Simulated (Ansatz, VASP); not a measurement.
# Two plane-wave programs on Ge

```
CELL_PARAMETERS angstrom
-3.46966 3.46966 3.46966
3.46966 -3.46966 3.46966
3.46966 3.46966 -3.46966
ATOMIC_POSITIONS crystal
Ge 0.50000 0.00000 0.76256
Ge 0.79584 0.50000 0.00000
Ge 0.00000 0.79584 0.50000
Ge 0.70416 0.70416 0.70416
Ge 0.50000 0.00000 0.20416
Ge 0.20416 0.50000 0.00000
Ge 0.00000 0.20416 0.50000
Ge 0.29584 0.29584 0.29584
```

Alike in both runs: task single point; functional PBEsol; k mesh 8 × 8 × 8; occupations gaussian, width 0.15 eV; no spin polarisation.

```csv
,VASP,Ansatz
version,VASP 6.6.1,Ansatz 0.2.0
potentials or method,"VASP PAW PBE potentials, release 64 (Ge_d), cutoff 520 eV","scalar-relativistic, plane waves, PAW"
valence electrons in the cell,112,112
```

VASP gave:

| Property | Result |
| --- | --- |
| gap on the k mesh at the Fermi level (eV) | none |
| pressure (GPa) | -0.5 |
| traceless stress, the component that is largest in VASP (GPa) | -0.85 |
| rms of the force components (eV/Å) | 0.207 |

Problem. What did Ansatz give for the same quantities?

Solution. gap on the k mesh at the Fermi level (eV): none; pressure (GPa): -0.4; traceless stress, the component that is largest in VASP (GPa): -0.86; rms of the force components (eV/Å): 0.207.

VASP's potentials were made for PBE, not for PBEsol. Atom by atom the forces differ by 0.001 eV/Å (rms over components). A gap of «none» marks a metal or a gap that the smearing closes. The functional is the same, so the differences come from potentials, cutoffs and numerics.
